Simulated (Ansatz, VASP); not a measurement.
Two plane-wave programs on NaTa

```xyz
2
Lattice="2.7188 0.0000 0.0000 0.0000 2.7188 0.0000 0.0000 0.0000 5.8377" Properties=species:S:1:pos:R:3 pbc="T T T"
Na    1.3594    1.3594    2.9188
Ta    0.0000    0.0000    0.0000
```

Alike in both runs: functional PBE; k mesh 18 × 18 × 14; occupations gaussian, width 0.1 eV; no spin polarisation.

Ansatz relaxed the structure, and its values are those at the end. VASP's run is a single point on that final structure, the one shown.

```csv
,VASP,Ansatz
version,VASP 6.6.1,Ansatz 0.2.0
potentials or method,"VASP PAW PBE potentials, release 64 (Na_pv, Ta_pv), cutoff 520 eV","scalar-relativistic, plane waves, PAW"
valence electrons in the cell,18,22
```

Ansatz gave:

```
gap on the k mesh at the Fermi level (eV) : none
pressure (GPa)                            : 0.0
```

Q: What did VASP give for the same quantities?

A: gap on the k mesh at the Fermi level (eV): none; pressure (GPa): 0.1.

A gap of «none» marks a metal or a gap that the smearing closes. VASP's potentials hold 18 valence electrons a cell and Ansatz's 22, so a difference there can come from the potentials and not from the codes.

Neither program's run includes spin-orbit coupling.
